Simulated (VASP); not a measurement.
A run of VASP 6.6.1 is set up as follows.

Contents of INCAR:

```
PREC = Accurate
ENCUT = 520
EDIFF = 1E-7
ISMEAR = 0
SIGMA = 0.02
LREAL = False
LASPH = True
NELM = 80
ALGO = Normal
ISIF = 2
LWAVE = False
LCHARG = False
GGA = PS
NBANDS = 33
```

KPOINTS

```
Automatic mesh
0
Gamma
  6 6 10
```

File POSCAR:

```
TiO2
1.0
    4.5910812138      0.0000000000      0.0000000000
    0.0000000000      4.5910812138      0.0000000000
    0.0000000000      0.0000000000      2.9392265587
Ti O
2 4
Direct
    0.5000000000      0.5000000000      0.5000000000
    0.0000000000      0.0000000000      0.0000000000
    0.6955553159      0.6955553159      0.0000000000
    0.8044446841      0.1955553159      0.5000000000
    0.3044446841      0.3044446841      0.0000000000
    0.1955553159      0.8044446841      0.5000000000
```

Potentials or basis: VASP PAW PBE potentials, release 64 (Ti_sv, O).

Command:

```console
$ cat potpaw_PBE.64/Ti_sv/POTCAR potpaw_PBE.64/O/POTCAR > POTCAR
$ mpirun -np 1 vasp_std > vasp.out
```

Q: Predict the band gap on the k mesh.

A: 1.84 eV.

Q: Estimate the pressure.

A: 0.7 GPa.

Stress tensor (GPa, compression positive):
```
0.57 0.00 0.00
0.00 0.57 0.00
0.00 0.00 0.84
```

Caveat: the PAW data sets were made with another functional, which shifts forces and pressure a little. A k mesh can miss the band edges.
